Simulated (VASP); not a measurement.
Wanted: the native input for a VASP 6.6.1 run.

* Task: relaxation of cell and atoms
* Functional: PBE
* Dispersion: D4
* Potentials or basis: VASP PAW PBE potentials, release 64 (W_sv, Se)
* Cutoff: 600 eV
* k mesh: 8 × 8 × 8
* Occupations: fermi-dirac, width 0.02 eV
* Spin: no spin polarisation
* Dipole correction: no
* Further INCAR settings: ALGO = Normal; EDIFF = 1e-07; IBRION = 2; EDIFFG = -0.005; NSW = 80; ISIF = 3

The structure of WSe2 lies in POSCAR:

```
WSe2
1.0
    1.6420061267      0.9480126792      6.3801534619
   -1.6420061267      0.9480126792      6.3801534619
    0.0000000000     -1.8960253585      6.3801534619
W Se
1 2
Direct
   -0.0000345208     -0.0000345208     -0.0000345208
    0.4212027566      0.4212027566      0.4212027566
    0.2454984308      0.2454984308      0.2454984308
```

These files were run (other wordings do the same):

INCAR

```
SYSTEM = WSe2
PREC = Accurate ; ENCUT = 600
EDIFF = 1E-7 ; ISMEAR = -1
SIGMA = 0.02 ; LREAL = .FALSE.
LASPH = .TRUE. ; NELM = 60
ALGO = Normal ; ISIF = 3
LWAVE = .FALSE. ; LCHARG = .FALSE.
GGA = PE ; IVDW = 13
IBRION = 2 ; NSW = 80
EDIFFG = -0.005
```

KPOINTS

```
Automatic mesh
0
G
  8 8 8
  0 0 0
```

Potentials or basis: VASP PAW PBE potentials, release 64 (W_sv, Se).

Command:

```console
$ cat potpaw_PBE.64/W_sv/POTCAR potpaw_PBE.64/Se/POTCAR > POTCAR
$ mpirun -np 1 vasp_std > vasp.out
```

Results of the run:

```yaml
Relaxed_volume: 19.95 Å³/atom
Relaxed_cell: a = 6.680 Å, b = 6.680 Å, c = 6.680 Å, α = 28.47°, β = 28.47°, γ = 28.47°
Space_group_after_relaxing_to_0.1_Å: R3m (No. 160)
Energy_gained_by_relaxing: 0.1 meV/atom
Ionic_steps: 10
Pressure_after_relaxing: 0.0 GPa
Largest_force_after_relaxing: 0.003 eV/Å
Band_gap_on_the_k_mesh: 1.06 eV (least direct gap 2.00 eV)
Dispersion_energy_per_atom: -0.495 eV
```

Caveat: spin-orbit coupling is left out, which moves the levels of the heavy elements.

Wall time 35 min on 1 thread of Intel Xeon 8259CL (shared host), peak memory 0.47 GiB.
